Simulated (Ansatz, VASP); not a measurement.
One calculation of GaN, two programs

```
CELL_PARAMETERS angstrom
0.00000 2.31642 2.17306
2.31642 0.00000 2.17306
2.31642 2.31642 0.00000
ATOMIC_POSITIONS crystal
Ga 0.00000 0.00000 0.00000
N 0.25000 0.25000 0.25000
```

Change from the starting cell: epitaxial_xy strain +3.0%.

Alike in both runs: task single point; functional HSE06; k mesh 6 × 6 × 6; no spin polarisation.

|  | VASP | Ansatz |
| --- | --- | --- |
| version | VASP 6.6.1 | Ansatz 0.2.0 |
| potentials or method | VASP PAW PBE potentials, release 64 (Ga_d, N) | plane waves, PAW |
| plane-wave cutoff (eV) | 520 | 420 |
| occupations | gaussian, width 0.01 eV | fixed |
| valence electrons in the cell | 18 | 18 |

```csv
,VASP,Ansatz,Ansatz less VASP
gap on the k mesh at the Fermi level (eV),2.65,2.64,-0.014
pressure (GPa),-5.0,-5.0,-0.01
"traceless stress, the component that is largest in VASP (GPa)",5.04,5.01,-0.033
```

Ansatz's warnings: stress exchange threshold loose, stress scf threshold loose.
